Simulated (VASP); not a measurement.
# AlIn2 (P4/mmm) in VASP: further runs, part 2 of 2

VASP 6.6.1. Earlier steps stand in the parts before.

**3. Relaxation of cell and atoms, PBE**

This run uses another cell than the first one, of 30.98 Å³/atom, 0.995 times its volume.

File INCAR:

```
PREC = Accurate
ENCUT = 600
EDIFF = 1E-6
ISMEAR = 0
SIGMA = 0.1
LREAL = False
LASPH = True
NELM = 100
ALGO = Normal
ISIF = 3
LWAVE = False
LCHARG = False
GGA = PE
IBRION = 2
NSW = 100
EDIFFG = -0.01
```

File KPOINTS:

```
Automatic mesh
0
Gamma
  8 8 14
```

File POSCAR:

```
AlIn2
1.0
    5.4221174549      0.0000000000      0.0000000000
    0.0000000000      5.4221174549      0.0000000000
    0.0000000000      0.0000000000      3.1611246813
Al In
1 2
Direct
    0.0000000000      0.0000000000      0.0000000000
    0.0000000000      0.5000000000      0.0000000000
    0.5000000000      0.0000000000      0.0000000000
```

Potentials or basis: VASP PAW PBE potentials, release 64 (Al, In_d).

Started as:

```console
$ cat potpaw_PBE.64/Al/POTCAR potpaw_PBE.64/In_d/POTCAR > POTCAR
$ mpirun -np 1 vasp_std > vasp.out
```

Wall time 9 min (1 thread of Intel Xeon Platinum 8488C (Sapphire Rapids), shared host); peak memory 0.42 GiB.

The run converged. Its results:

| Item | Value |
| --- | --- |
| Free energy | -7.8313 eV |
| Relaxed volume | 31.10 Å³/atom |
| Relaxed cell | a = 5.568 Å, b = 5.568 Å, c = 3.010 Å, α = 90.00°, β = 90.00°, γ = 90.00° |
| Space group after relaxing (to 0.05 Å) | P4/mmm (No. 123) |
| Energy gained by relaxing | 21.0 meV/atom |
| Ionic steps | 5 |
| Pressure after relaxing | 0.0 GPa |

Step by step:
| step | energy change (eV) | largest force (eV/Å) | pressure (GPa) | volume (Å³) |
| --- | --- | --- | --- | --- |
| 1 | 0.0000 | 0.0000 | 0.20 | 92.94 |
| 2 | -0.0448 | 0.0000 | -0.08 | 93.41 |
| 3 | -0.0628 | 0.0000 | -0.11 | 93.83 |
| 4 | -0.0628 | 0.0000 | -0.16 | 93.82 |
| 5 | -0.0630 | 0.0000 | 0.01 | 93.31 |

Final structure:
```xyz
3
Lattice="5.5682 0.0000 0.0000 0.0000 5.5682 0.0000 0.0000 0.0000 3.0095" Properties=species:S:1:pos:R:3 pbc="T T T"
Al    0.0000    0.0000    0.0000
In    0.0000    2.7841    0.0000
In    2.7841    0.0000    0.0000
```

Levels at points of the mesh, in eV from the Fermi level:
```tsv
k point	band 11	band 12	band 13	band 14	band 15	band 16	band 17	band 18
(0.00, 0.00, 0.00)	-8.61	-5.13	-2.88	-2.88	-2.13	1.92	1.92	4.62
(0.50, 0.00, 0.00)	-7.91	-6.85	-3.38	-2.41	0.13	0.34	3.15	3.39
(0.50, 0.50, 0.00)	-6.72	-6.64	-6.64	-2.18	2.22	3.71	3.71	3.98
(0.00, 0.00, 0.50)	-5.04	-3.27	-1.11	-0.20	-0.20	-0.15	1.52	2.08
(0.50, 0.00, 0.50)	-4.44	-3.19	-2.56	-1.44	0.22	0.48	1.06	3.21
(0.50, 0.50, 0.50)	-3.58	-2.94	-2.94	-1.35	-1.32	-1.32	0.99	4.09
```

Caveat: spin-orbit coupling is left out, which moves the levels of the heavy elements.

**4. Single point, PBE**

This run uses another cell than the first one, of 30.45 Å³/atom, 0.978 times its volume.

File INCAR:

```
PREC     = Accurate       # precision mode
ENCUT    = 520            # plane-wave cutoff, eV
EDIFF    = 1E-7           # SCF threshold, eV
ISMEAR   = 0              # smearing method
SIGMA    = 0.1            # smearing width, eV
LREAL    = False          # projectors in reciprocal space
LASPH    = True           # aspherical terms in the spheres
NELM     = 100            # most SCF steps
ALGO     = Normal         # electronic algorithm
ISIF     = 2              # what is computed and relaxed
LWAVE    = False          # write WAVECAR
LCHARG   = False          # write CHGCAR
GGA      = PE             # functional
NBANDS   = 22             # bands
```

File KPOINTS:

```
Automatic mesh
0
Gamma
  4 4 4
```

File POSCAR:

```
AlIn2
1.0
    5.5670318198      0.0000000000      0.0000000000
    0.0000000000      5.5670318198      0.0000000000
    0.0000000000      0.0000000000      2.9480036011
Al In
1 2
Direct
    0.0000000000      0.0000000000      0.0000000000
    0.0000000000      0.5000000000      0.0000000000
    0.5000000000      0.0000000000      0.0000000000
```

Started as:

```console
$ cat potpaw_PBE.64/Al/POTCAR potpaw_PBE.64/In_d/POTCAR > POTCAR
$ mpirun -np 1 vasp_std > vasp.out
```

Wall time 34 s (1 thread of Intel Xeon Platinum 8488C (Sapphire Rapids), shared host); peak memory 0.2 GiB.

Results (log left out):

```
Free energy : -7.8985 eV
Pressure    : 0.0 GPa
```

Stress tensor (GPa, compression positive):
```
 0.09  0.00  0.00
 0.00  0.09  0.00
 0.00  0.00 -0.07
```

Levels at points of the mesh, in eV from the Fermi level:
```
           k point  band 11  band 12  band 13  band 14  band 15  band 16  band 17  band 18  band 19  band 20
(0.00, 0.00, 0.00)    -8.89    -5.33    -3.15    -3.15    -2.47     1.73     1.73     4.41     4.54     7.56
(0.50, 0.00, 0.00)    -8.20    -7.06    -3.67    -2.69    -0.05     0.19     2.86     3.12     8.14     8.51
(0.50, 0.50, 0.00)    -7.09    -6.86    -6.86    -2.34     1.96     3.41     3.41     3.76     3.81     7.09
(0.00, 0.00, 0.50)    -5.03    -3.50    -0.99    -0.29    -0.27    -0.27     1.24     2.08     3.79     3.79
(0.50, 0.00, 0.50)    -4.47    -3.12    -2.81    -1.57     0.13     0.51     0.81     3.24     3.86     4.09
(0.50, 0.50, 0.50)    -3.69    -2.87    -2.87    -1.69    -1.46    -1.46     1.03     4.11     4.82     6.81
```

Caveat: the k points lie up to 0.53 Å⁻¹ apart; spin-orbit coupling is left out, which moves the levels of the heavy elements.

**5. Relaxation of cell and atoms, PBE**

This run uses another cell than the first one, of 26.31 Å³/atom, 0.845 times its volume.

File INCAR:

```
SYSTEM = AlIn2
PREC     = Accurate       ! precision mode
ENCUT    = 600            ! plane-wave cutoff, eV
EDIFF    = 1E-6           ! SCF threshold, eV
ISMEAR   = 0              ! smearing method
SIGMA    = 0.1            ! smearing width, eV
LREAL    = .FALSE.        ! projectors in reciprocal space
LASPH    = .TRUE.         ! aspherical terms in the spheres
NELM     = 100            ! most SCF steps
ALGO     = Normal         ! electronic algorithm
ISIF     = 3              ! what is computed and relaxed
LWAVE    = .FALSE.        ! write WAVECAR
LCHARG   = .FALSE.        ! write CHGCAR
GGA      = PE             ! functional
IBRION   = 2              ! ionic algorithm
NSW      = 90             ! ionic steps
EDIFFG   = -0.04          ! ionic threshold
```

File KPOINTS:

```
Automatic mesh
0
G
  4 4 4
  0 0 0
```

File POSCAR:

```
AlIn2
1.0
    4.4870856700      0.0000000000      0.0000000000
    0.0000000000      4.4870856700      0.0000000000
    0.0000000000      0.0000000000      3.9208795200
Al In
1 2
Direct
    0.0000000000      0.0000000000      0.0000000000
    0.0000000000      0.5000000000      0.0000000000
    0.5000000000      0.0000000000      0.0000000000
```

Started as:

```console
$ cat potpaw_PBE.64/Al/POTCAR potpaw_PBE.64/In_d/POTCAR > POTCAR
$ mpirun -np 1 vasp_std > vasp.out
```

Wall time 4.4 min (1 thread of Intel Xeon Platinum 8488C (Sapphire Rapids), shared host); peak memory 0.21 GiB.

The run converged. Its results:

```yaml
Free_energy: -7.8935 eV
Relaxed_volume: 30.53 Å³/atom
Relaxed_cell: a = 5.572 Å, b = 5.572 Å, c = 2.951 Å, α = 90.00°, β = 90.00°, γ = 90.00°
Space_group_after_relaxing_to_0.05_Å: P4/mmm (No. 123)
Energy_gained_by_relaxing: 1279.3 meV/atom
Ionic_steps: 21
Pressure_after_relaxing: 0.0 GPa
```

Stress tensor (GPa, compression positive):
```
 0.01  0.00  0.00
 0.00  0.01  0.00
 0.00  0.00 -0.14
```

The path:
| step | energy change (eV) | largest force (eV/Å) | pressure (GPa) | volume (Å³) |
| --- | --- | --- | --- | --- |
| 1 | 0.0000 | 0.0000 | 27.43 | 78.94 |
| 2 | -2.7458 | 0.0000 | -4.10 | 137.44 |
| 3 | -3.2186 | 0.0000 | -0.64 | 109.87 |
| 4 | -3.2157 | 0.0000 | -1.53 | 112.85 |
| 5 | -3.2207 | 0.0000 | -0.99 | 111.00 |
| 6 | -3.2708 | 0.0000 | -0.90 | 107.91 |
| 7 | -3.4724 | 0.0000 | -0.10 | 98.66 |
| 8 | -3.6291 | 0.0000 | 6.36 | 80.26 |
| 9 | -3.5852 | 0.0000 | 1.02 | 92.58 |
| 10 | -3.7433 | 0.0000 | 2.09 | 86.42 |
| 11 | -3.7438 | 0.0000 | 3.81 | 83.34 |
| 12 | -3.7552 | 0.0000 | 2.85 | 84.92 |
| 13 | -3.7720 | 0.0000 | 3.12 | 84.55 |
| 14 | -3.7722 | 0.0000 | 3.15 | 84.50 |
| 15 | -3.7929 | 0.0000 | 2.58 | 85.64 |
| 16 | -3.8307 | 0.0000 | 0.90 | 89.13 |
| 17 | -3.8137 | 0.0000 | -1.50 | 96.37 |
| 18 | -3.8374 | 0.0000 | -0.10 | 91.78 |
| 19 | -3.8375 | 0.0000 | -0.03 | 91.61 |
| 20 | -3.8378 | 0.0000 | -0.06 | 91.60 |
| 21 | -3.8380 | 0.0000 | -0.04 | 91.59 |

Final structure:
```
CELL_PARAMETERS angstrom
5.57154 0.00000 0.00000
0.00000 5.57154 0.00000
0.00000 0.00000 2.95051
ATOMIC_POSITIONS crystal
Al 0.00000 0.00000 0.00000
In 0.00000 0.50000 0.00000
In 0.50000 0.00000 0.00000
```

Levels at points of the mesh, in eV from the Fermi level:
| k point | band 11 | band 12 | band 13 | band 14 | band 15 | band 16 | band 17 | band 18 |
| --- | --- | --- | --- | --- | --- | --- | --- | --- |
| (0.00, 0.00, 0.00) | -8.87 | -5.33 | -3.14 | -3.14 | -2.47 | 1.73 | 1.73 | 4.41 |
| (0.50, 0.00, 0.00) | -8.19 | -7.06 | -3.67 | -2.68 | -0.04 | 0.19 | 2.86 | 3.11 |
| (0.50, 0.50, 0.00) | -7.08 | -6.85 | -6.85 | -2.33 | 1.96 | 3.40 | 3.40 | 3.75 |
| (0.00, 0.00, 0.50) | -5.03 | -3.50 | -1.00 | -0.29 | -0.27 | -0.27 | 1.23 | 2.06 |
| (0.50, 0.00, 0.50) | -4.47 | -3.13 | -2.81 | -1.57 | 0.13 | 0.49 | 0.81 | 3.23 |
| (0.50, 0.50, 0.50) | -3.69 | -2.88 | -2.88 | -1.69 | -1.46 | -1.46 | 1.03 | 4.10 |

Caveat: the k points lie up to 0.53 Å⁻¹ apart in the final cell; the volume moved by over 15 % at a fixed basis, so the end points are rough; spin-orbit coupling is left out, which moves the levels of the heavy elements.

**6. The runs side by side**

```tsv
task	cell	k mesh	cutoff (eV)	gap on the mesh (eV)	pressure (GPa)	relaxed volume (Å³/atom)
single point	a = 5.571, b = 5.571, c = 3.010 Å, 3 atoms	8 × 8 × 14	520	none	0.0	-
relaxation of cell and atoms	relaxed from a = 5.422, b = 5.422, c = 3.161 Å, 3 atoms	8 × 8 × 14	600	none	0.0	31.10
single point	a = 5.567, b = 5.567, c = 2.948 Å, 3 atoms	4 × 4 × 4	520	none	0.0	-
relaxation of cell and atoms	relaxed from a = 4.487, b = 4.487, c = 3.921 Å, 3 atoms	4 × 4 × 4	600	none	0.0	30.53
```

Alike in all rows: level PBE; potentials or basis VASP PAW PBE potentials, release 64 (Al, In_d); no spin polarisation; smearing gaussian 0.1 eV.

Caveats: some runs use coarse meshes; spin-orbit coupling is left out, which moves the levels of the heavy elements; the volume moved by over 15 % at a fixed basis, so the end points are rough (some runs).

Total energies depend on the potentials used, so only differences within one code and one set of settings carry meaning.
